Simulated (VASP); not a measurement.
Here is a VASP 6.6.1 calculation.

Contents of INCAR:

```
SYSTEM = Pd
PREC = Accurate ; ENCUT = 520
EDIFF = 1E-6 ; ISMEAR = -1
SIGMA = 0.05 ; LREAL = .FALSE.
LASPH = .TRUE. ; NELM = 60
ALGO = Normal ; ISIF = 2
LWAVE = .FALSE. ; LCHARG = .FALSE.
GGA = PS ; NBANDS = 28
```

KPOINTS

```
Automatic mesh
0
G
  11 11 3
  0 0 0
```

The input POSCAR:

```
Pd
1.0
    2.8167433005      0.0000000000      0.0000000000
   -1.4083716503      2.4393712543      0.0000000000
    0.0000000000      0.0000000000      9.2972315341
Pd
4
Direct
    0.6666666667      0.3333333333      0.7500000000
    0.0000000000      0.0000000000      0.5000000000
    0.3333333333      0.6666666667      0.2500000000
    0.0000000000      0.0000000000      0.0000000000
```

Potentials or basis: VASP PAW PBE potentials, release 64 (Pd).

Command:

```bash
$ cat potpaw_PBE.64/Pd/POTCAR > POTCAR
$ mpirun -np 1 vasp_std > vasp.out
```

Question: Estimate the pressure.

Answer: -14.5 GPa.

Question: Estimate the band gap on the k mesh.

Answer: Zero (band 20 reaches 8.51 eV, above the bottom of band 21 at 7.72 eV).

Stress tensor (GPa, compression positive):
```
-14.39   0.00   0.00
  0.00 -14.39   0.00
  0.00   0.00 -14.67
```

Caveat: the PAW data sets were made with another functional, which shifts forces and pressure a little.
